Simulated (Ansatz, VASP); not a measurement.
**C: VASP beside Ansatz**

INCAR

```
PREC = Accurate
ENCUT = 910
EDIFF = 1E-6
ISMEAR = -1
SIGMA = 0.05
LREAL = False
LASPH = True
NELM = 120
ALGO = Normal
ISIF = 2
LWAVE = False
LCHARG = False
NBANDS = 11
GGA_COMPAT = False
```

File KPOINTS:

```
Automatic mesh
0
Gamma
  13 13 13
```

Contents of POSCAR:

```
C
1.0
    0.0000000000      1.7951807415      1.7951807415
    1.7951807415      0.0000000000      1.7951807415
    1.7951807415      1.7951807415      0.0000000000
C
2
Direct
    0.7500000000      0.7500000000      0.7500000000
    0.5000000000      0.5000000000      0.5000000000
```

input.yaml

```yaml
crystal:
  lattice:
    - [0.0, 1.7951807415, 1.7951807415]
    - [1.7951807415, 0.0, 1.7951807415]
    - [1.7951807415, 1.7951807415, 0.0]
  atoms:
    - { symbol: C, position: [0.75, 0.75, 0.75] }
    - { symbol: C, position: [0.5, 0.5, 0.5] }
hamiltonian:
  xc: lda
  pseudopotentials: { kind: paw }
kpoints:
  mp_grid: { grid: [13, 13, 13] }
scf:
  occupations: { method: fermi_dirac, width: 0.05 }
output:
  forces: true
  stress: true
  eigenvalues: true
```

Alike in both runs: task single point; functional LDA; k mesh 13 × 13 × 13; occupations fermi-dirac, width 0.05 eV; no spin polarisation.

```csv
,VASP,Ansatz
version,VASP 6.6.1,Ansatz 0.2.0
potentials or method,"VASP PAW LDA potentials, release 64 (C_h)",Ansatz PAW
plane-wave cutoff (eV),910,420
valence electrons in the cell,8,8
```

Ansatz gave:

```
gap on the k mesh at the Fermi level (eV) : 4.07
least direct gap on the mesh (eV)         : 5.48
```

Which values does VASP return?

gap on the k mesh at the Fermi level (eV): 4.06; least direct gap on the mesh (eV): 5.49.

LDA's correlation is that of Perdew and Zunger in VASP and of Perdew and Wang (1992) in Ansatz.

Noted on VASP's run: the cutoff is short for stress, so the pressure is rough. Noted on Ansatz's run: Pulay correction over one GPa; odd divisions of the mesh miss points on the zone boundary, where band edges often lie, so the gap on the mesh can be too wide.
